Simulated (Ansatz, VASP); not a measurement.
## One calculation of Be2CdO3, two programs

```
Be Cd O
1.0
     2.61844    1.51175    3.81968
    -2.61844    1.51175    3.81968
     0.00000   -3.02351    3.81968
Be Cd O
2 1 3
Direct
  0.80260 0.80260 0.80260
  0.19740 0.19740 0.19740
  0.00000 0.00000 0.00000
  0.00000 0.50000 0.00000
  0.50000 0.00000 0.00000
  0.00000 0.00000 0.50000
```

Change from the starting cell: species swapped into the Zr2V3Fe type (R-3m, No. 166).

Alike in both runs: functional PBE; k mesh 12 × 12 × 12; occupations gaussian, width 0.1 eV; no spin polarisation.

Ansatz relaxed the structure, and its values are those at the end. VASP's run is a single point on that final structure, the one shown.

```csv
,VASP,Ansatz
version,VASP 6.6.1,Ansatz 0.2.0
potentials or method,"VASP PAW PBE potentials, release 64 (Be, Cd, O), cutoff 520 eV","scalar-relativistic, plane waves, PAW"
valence electrons in the cell,34,42
```

Ansatz gave:

* gap on the k mesh at the Fermi level (eV): none
* pressure (GPa): 0.0
* rms of the force components (eV/Å): 0.001

Q: Which values does VASP return?

A: gap on the k mesh at the Fermi level (eV): none; pressure (GPa): 0.4; rms of the force components (eV/Å): 0.015.

A gap of «none» marks a metal or a gap that the smearing closes. The functional is the same, so the differences come from potentials, cutoffs and numerics. VASP's potentials hold 34 valence electrons a cell and Ansatz's 42, so a difference there can come from the potentials and not from the codes.
